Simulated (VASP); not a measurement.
Write the native input for VASP 6.6.1 that does the following.

* Task: single point
* Functional: PBEsol
* Potentials or basis: VASP PAW PBE potentials, release 64 (B, P)
* Cutoff: 500 eV
* k mesh: 10 × 10 × 10
* Occupations: gaussian, width 0.05 eV
* Spin: no spin polarisation
* Dipole correction: no
* Further INCAR settings: ALGO = Normal; EDIFF = 1e-06; NBANDS = 11

The structure of BP lies in POSCAR:

```
BP
1.0
    0.0000000000      2.0874800000      2.0874800000
    2.0874800000      0.0000000000      2.0874800000
    2.0874800000      2.0874800000      0.0000000000
B P
1 1
Direct
    0.0000000000      0.0000000000      0.0000000000
    0.7500000000      0.7500000000      0.7500000000
```

These files were run (other wordings do the same):

INCAR

```
  PREC = Accurate
  ENCUT = 500
  EDIFF = 1E-6
  ISMEAR = 0
  SIGMA = 0.05
  LREAL = False
  LASPH = True
  NELM = 120
  ALGO = Normal
  ISIF = 2
  LWAVE = False
  LCHARG = False
  GGA = PS
  NBANDS = 11
  GGA_COMPAT = False
```

KPOINTS

```
regular mesh
0
Gamma
  10 10 10
```

Potentials or basis: VASP PAW PBE potentials, release 64 (B, P).

Run with:

```console
$ cat potpaw_PBE.64/B/POTCAR potpaw_PBE.64/P/POTCAR > POTCAR
$ mpirun -np 1 vasp_std > vasp.out
```

It gave:

```yaml
Pressure: 62.8 GPa
Band_gap_on_the_k_mesh: 0.70 eV, indirect (least direct gap 3.90 eV)
```

Caveat: the PAW data sets were made with another functional, which shifts forces and pressure a little.

Wall time 5.8 s on 1 thread of AMD EPYC 9R45 96-Core Processor (Zen 5), with other jobs on the host, peak memory 0.1 GiB.
